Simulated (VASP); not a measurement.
A run of VASP 6.6.1 is set up as follows.

File INCAR:

```
SYSTEM = ZrSi7
PREC = Accurate ; ENCUT = 520
EDIFF = 1E-6 ; ISMEAR = -1
SIGMA = 0.05 ; LREAL = Auto
LASPH = .True. ; NELM = 80
ALGO = Normal ; ISIF = 2
LWAVE = .False. ; LCHARG = .False.
GGA = PE ; ISYM = 0
NBANDS = 54
```

The input KPOINTS:

```
Automatic mesh
0
Gamma
  1 1 1
  0.25 0.25 0.25
```

Contents of POSCAR:

```
ZrSi7
1.0
    6.3834610000      0.2107420000      0.1575520000
    0.2107420000      6.5561630000     -0.0013120000
    0.1575520000     -0.0013120000      6.4400080000
Si Zr
14 2
Direct
    0.7025262503      0.3581428319      0.7313797541
   -0.0208049056      0.2638907947      0.9539607838
    0.9365114106      0.7163912349      0.4085331353
    0.9840311470      0.9862597117      0.7013126222
    0.2092186863      0.6452321811      0.6802716273
    0.3633271682      0.3214938481      0.5361019548
    0.3418427843      0.2459531541      0.9120433820
    0.7054128690      0.4255374517      0.3490964758
    0.5636553067      0.7182444432      0.8060136441
    0.8717539797      0.6293019590      1.0048753140
    0.0620290537      0.1737921020      0.3624051731
    0.4333318087      0.7040434251      0.3648368778
    0.1910687710      0.4781023638      0.2105508259
    0.6343438507      0.9762917561      0.5486130999
    0.6946396295      0.0345365860      0.1061218323
    0.1932084583      0.8807608009      0.0506946853
```

Potentials or basis: VASP PAW PBE potentials, release 64 (Si, Zr_sv).

Run with:

```console
$ cat potpaw_PBE.64/Si/POTCAR potpaw_PBE.64/Zr_sv/POTCAR > POTCAR
$ mpirun -np 1 vasp_std > vasp.out
```

(1) Predict the band gap on the k mesh.

(2) Predict the pressure.

(3) Estimate the largest force.

Results:

(1) 0.54 eV.

(2) 0.1 GPa.

(3) 1.528 eV/Å.

Caveat: the k points lie up to 0.99 Å⁻¹ apart.
